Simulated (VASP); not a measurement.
# Ti2O (P-3m1) in VASP: notebook, part 2 of 2

VASP 6.6.1. Earlier steps stand in the parts before.

**3. Single point, PBEsol**

This run uses another cell than the first one, of 11.91 Å³/atom.

File INCAR:

```
SYSTEM = Ti2O
PREC     = Accurate       ! precision mode
ENCUT    = 520            ! plane-wave cutoff, eV
EDIFF    = 1E-6           ! SCF threshold, eV
ISMEAR   = -1             ! smearing method
SIGMA    = 0.15           ! smearing width, eV
LREAL    = .FALSE.        ! projectors in reciprocal space
LASPH    = .TRUE.         ! aspherical terms in the spheres
NELM     = 100            ! most SCF steps
ALGO     = Normal         ! electronic algorithm
ISIF     = 2              ! what is computed and relaxed
LWAVE    = .FALSE.        ! write WAVECAR
LCHARG   = .FALSE.        ! write CHGCAR
GGA      = PS             ! functional
NBANDS   = 22             ! bands
```

File KPOINTS:

```
regular mesh
0
G
  18 18 10
  0 0 0
```

File POSCAR:

```
Ti2O
1.0
    2.9533177977      0.0000000000      0.0000000000
   -1.4766588989      2.5576482383      0.0000000000
    0.0000000000      0.0000000000      4.7292180358
Ti O
2 1
Direct
    0.6666666667      0.3333333333      0.2620928277
    0.3333333333      0.6666666667      0.7379071723
    0.0000000000      0.0000000000      0.0000000000
```

Potentials or basis: VASP PAW PBE potentials, release 64 (Ti_sv, O).

The run is started by

```bash
cat potpaw_PBE.64/Ti_sv/POTCAR potpaw_PBE.64/O/POTCAR > POTCAR
mpirun -np 1 vasp_std > vasp.out
```

It took 3.6 min on 1 thread of Intel Xeon 8259CL, shared host; peak memory 0.34 GiB.

The run converged. Its results:

* Free energy: -27.6547 eV
* Pressure: 0.4 GPa
* Largest force: 0.047 eV/Å
* Band gap on the k mesh: zero (bands 15 and 16 overlap by 0.81 eV)

Forces in eV/Å, atoms in the order of the input:
```
Ti   0.000  0.000  0.047
Ti   0.000  0.000 -0.047
O    0.000  0.000  0.000
```

Levels at points of the mesh, in eV from the Fermi level:
| k point | band 11 | band 12 | band 13 | band 14 | band 15 | band 16 | band 17 | band 18 | band 19 | band 20 |
| --- | --- | --- | --- | --- | --- | --- | --- | --- | --- | --- |
| (0.00, 0.00, 0.00) | -6.35 | -6.35 | -3.65 | 0.01 | 0.19 | 0.58 | 0.58 | 1.04 | 1.04 | 1.21 |
| (0.50, 0.00, 0.00) | -7.11 | -6.75 | -2.68 | -1.28 | -0.50 | 1.32 | 1.79 | 2.90 | 2.91 | 2.94 |
| (0.00, 0.00, 0.50) | -6.42 | -6.42 | -1.77 | -1.55 | 0.09 | 0.09 | 1.29 | 2.04 | 2.04 | 2.11 |
| (0.50, 0.00, 0.50) | -7.15 | -6.67 | -1.69 | -1.22 | -0.60 | -0.14 | 1.11 | 2.68 | 2.88 | 2.96 |

Caveat: the PAW data sets were made with another functional, which shifts forces and pressure a little.

**4. Single point, PBEsol (10.46 Å³/atom)**

This run uses another cell than the first one, of 10.46 Å³/atom.

File INCAR:

```
  PREC = Accurate
  ENCUT = 520
  EDIFF = 1E-6
  ISMEAR = 0
  SIGMA = 0.1
  LREAL = False
  LASPH = True
  NELM = 60
  ALGO = Normal
  ISIF = 2
  LWAVE = False
  LCHARG = True
  GGA = PS
  LELF = True
  LVHAR = True
  NBANDS = 22
```

File KPOINTS:

```
regular mesh
0
Gamma
  18 18 10
```

File POSCAR:

```
Ti2O
1.0
    2.8203190622      0.0000000000      0.0000000000
   -1.4101595311      2.4424679546      0.0000000000
    0.0000000000      0.0000000000      4.5570559217
Ti O
2 1
Direct
    0.6666666667      0.3333333333      0.2677989162
    0.3333333333      0.6666666667      0.7322010838
    0.0000000000      0.0000000000      0.0000000000
```

The run is started by

```bash
cat potpaw_PBE.64/Ti_sv/POTCAR potpaw_PBE.64/O/POTCAR > POTCAR
mpirun -np 1 vasp_std > vasp.out
```

It took 5.2 min on 1 thread of Intel Xeon Platinum 8175M at 2.50GHz (Skylake/Cascade Lake), shared host; peak memory 0.31 GiB.

Results (log left out):

| Property | Result |
| --- | --- |
| Free energy | -27.2074 eV |
| Pressure | 33.4 GPa |
| Largest force | 0.078 eV/Å |
| Band gap on the k mesh | zero (bands 15 and 16 overlap by 0.83 eV) |

Forces on the atoms (eV/Å):
```
Ti   0.000  0.000  0.078
Ti   0.000  0.000 -0.078
O    0.000  0.000  0.000
```

Levels at points of the mesh, in eV from the Fermi level:
```csv
k point,band 11,band 12,band 13,band 14,band 15,band 16,band 17,band 18,band 19,band 20
"(0.00, 0.00, 0.00)",-6.69,-6.69,-3.50,-0.10,0.20,0.63,0.63,1.32,1.32,1.32
"(0.50, 0.00, 0.00)",-7.66,-7.17,-3.19,-1.35,-0.29,1.45,2.15,3.47,3.57,3.67
"(0.00, 0.00, 0.50)",-6.79,-6.79,-1.93,-1.52,0.11,0.11,1.54,2.39,2.39,2.58
"(0.50, 0.00, 0.50)",-7.69,-7.05,-1.86,-1.32,-0.50,-0.32,1.20,3.31,3.57,3.60
```

Caveat: the cell stands under pressure; the PAW data sets were made with another functional, which shifts forces and pressure a little.

**5. Single point, PBEsol (10.82 Å³/atom)**

This run uses another cell than the first one, of 10.82 Å³/atom.

File INCAR:

```
SYSTEM = Ti2O
PREC = Accurate ; ENCUT = 520
EDIFF = 1E-6 ; ISMEAR = 0
SIGMA = 0.1 ; LREAL = .FALSE.
LASPH = .TRUE. ; NELM = 60
ALGO = Normal ; ISIF = 2
LWAVE = .FALSE. ; LCHARG = .FALSE.
GGA = PS ; NBANDS = 22
```

File KPOINTS:

```
regular mesh
0
G
  18 18 10
  0 0 0
```

File POSCAR:

```
Ti2O
1.0
    2.8553688672      0.0000000000      0.0000000000
   -1.4276844336      2.4728219761      0.0000000000
    0.0000000000      0.0000000000      4.5974299823
Ti O
2 1
Direct
    0.6666666667      0.3333333333      0.2664514268
    0.3333333333      0.6666666667      0.7335485732
    0.0000000000      0.0000000000      0.0000000000
```

The run is started by

```bash
cat potpaw_PBE.64/Ti_sv/POTCAR potpaw_PBE.64/O/POTCAR > POTCAR
mpirun -np 1 vasp_std > vasp.out
```

It took 5.3 min on 1 thread of Intel Xeon Platinum 8175M at 2.50GHz (Skylake/Cascade Lake), shared host; peak memory 0.32 GiB.

The run converged. Its results:

```
Free energy            : -27.3952 eV
Pressure               : 23.1 GPa
Largest force          : 0.070 eV/Å
Band gap on the k mesh : zero (bands 15 and 16 overlap by 0.80 eV)
```

Forces in eV/Å, atoms in the order of the input:
```
Ti   0.000  0.000  0.070
Ti   0.000  0.000 -0.070
O    0.000  0.000  0.000
```

Stress tensor (GPa, compression positive):
```
23.06  0.00  0.00
 0.00 23.06  0.00
 0.00  0.00 23.20
```

Levels at points of the mesh, in eV from the Fermi level:
| k point | band 11 | band 12 | band 13 | band 14 | band 15 | band 16 | band 17 | band 18 | band 19 | band 20 |
| --- | --- | --- | --- | --- | --- | --- | --- | --- | --- | --- |
| (0.00, 0.00, 0.00) | -6.61 | -6.61 | -3.55 | -0.07 | 0.20 | 0.62 | 0.62 | 1.24 | 1.24 | 1.29 |
| (0.50, 0.00, 0.00) | -7.52 | -7.06 | -3.05 | -1.34 | -0.36 | 1.42 | 2.05 | 3.31 | 3.39 | 3.46 |
| (0.00, 0.00, 0.50) | -6.70 | -6.70 | -1.83 | -1.59 | 0.10 | 0.10 | 1.48 | 2.29 | 2.29 | 2.45 |
| (0.50, 0.00, 0.50) | -7.55 | -6.96 | -1.81 | -1.29 | -0.53 | -0.27 | 1.17 | 3.13 | 3.40 | 3.40 |

Caveat: the cell stands under pressure; the PAW data sets were made with another functional, which shifts forces and pressure a little.

**6. Single point, PBEsol (11.18 Å³/atom)**

This run uses another cell than the first one, of 11.18 Å³/atom.

File INCAR:

```
SYSTEM = Ti2O
  PREC = Accurate
  ENCUT = 520
  EDIFF = 1E-7
  ISMEAR = 0
  SIGMA = 0.1
  LREAL = .FALSE.
  LASPH = .TRUE.
  NELM = 60
  ALGO = Normal
  ISIF = 2
  LWAVE = .FALSE.
  LCHARG = .FALSE.
  GGA = PS
  NBANDS = 22
```

File KPOINTS:

```
Automatic mesh
0
G
  18 18 10
  0 0 0
```

File POSCAR:

```
Ti2O
1.0
    2.8881497629      0.0000000000      0.0000000000
   -1.4440748814      2.5012110646      0.0000000000
    0.0000000000      0.0000000000      4.6418019430
Ti O
2 1
Direct
    0.6666666667      0.3333333333      0.2652701813
    0.3333333333      0.6666666667      0.7347298187
    0.0000000000      0.0000000000      0.0000000000
```

Potentials or basis: VASP PAW PBE potentials, release 64 (Ti_sv, O).

The run is started by

```bash
cat potpaw_PBE.64/Ti_sv/POTCAR potpaw_PBE.64/O/POTCAR > POTCAR
mpirun -np 1 vasp_std > vasp.out
```

Wall time 5.4 min (1 thread of Intel Xeon Platinum 8175M at 2.50GHz (Skylake/Cascade Lake), shared host); peak memory 0.32 GiB.

Results (log left out):

| Item | Value |
| --- | --- |
| Free energy | -27.5196 eV |
| Pressure | 14.3 GPa |
| Largest force | 0.060 eV/Å |
| Band gap on the k mesh | zero (bands 15 and 16 overlap by 0.78 eV) |

Forces in eV/Å, atoms in the order of the input:
```
Ti   0.000  0.000  0.060
Ti   0.000  0.000 -0.060
O    0.000  0.000  0.000
```

Levels at points of the mesh, in eV from the Fermi level:
```csv
k point,band 13,band 14,band 15,band 16,band 17,band 18
"(0.00, 0.00, 0.00)",-3.59,-0.05,0.20,0.60,0.60,1.17
"(0.50, 0.00, 0.00)",-2.92,-1.32,-0.41,1.38,1.95,3.17
"(0.00, 0.00, 0.50)",-1.74,-1.66,0.10,0.10,1.41,2.20
"(0.50, 0.00, 0.50)",-1.77,-1.27,-0.56,-0.24,1.14,2.97
```

Caveat: the cell stands under pressure; the PAW data sets were made with another functional, which shifts forces and pressure a little.

**7. Summary**

| cell | k mesh | smearing | gap on the mesh (eV) | pressure (GPa) | largest force (eV/Å) |
| --- | --- | --- | --- | --- | --- |
| a = 2.960, b = 2.960, c = 4.676 Å, angles 90.0, 90.0, 120.0°, 3 atoms, atomic positions A | 24 × 24 × 12 | gaussian 0.1 eV | none | 1.4 | 0.02 |
| a = 2.953, b = 2.953, c = 4.729 Å, angles 90.0, 90.0, 120.0°, 3 atoms, atomic positions A | 18 × 18 × 10 | fermi-dirac 0.15 eV | none | 0.4 | 0.05 |
| a = 2.820, b = 2.820, c = 4.557 Å, angles 90.0, 90.0, 120.0°, 3 atoms, atomic positions B | 18 × 18 × 10 | gaussian 0.1 eV | none | 33.4 | 0.08 |
| a = 2.855, b = 2.855, c = 4.597 Å, angles 90.0, 90.0, 120.0°, 3 atoms, atomic positions B | 18 × 18 × 10 | gaussian 0.1 eV | none | 23.1 | 0.07 |
| a = 2.888, b = 2.888, c = 4.642 Å, angles 90.0, 90.0, 120.0°, 3 atoms, atomic positions B | 18 × 18 × 10 | gaussian 0.1 eV | none | 14.3 | 0.06 |

Alike in all rows: task single point; level PBEsol; potentials or basis VASP PAW PBE potentials, release 64 (Ti_sv, O); no spin polarisation; cutoff (eV) 520.

Caveats: the PAW data sets were made with another functional, which shifts forces and pressure a little; the cell stands under pressure (at least some runs).

Absolute energies hang on the potentials; compare differences alone.
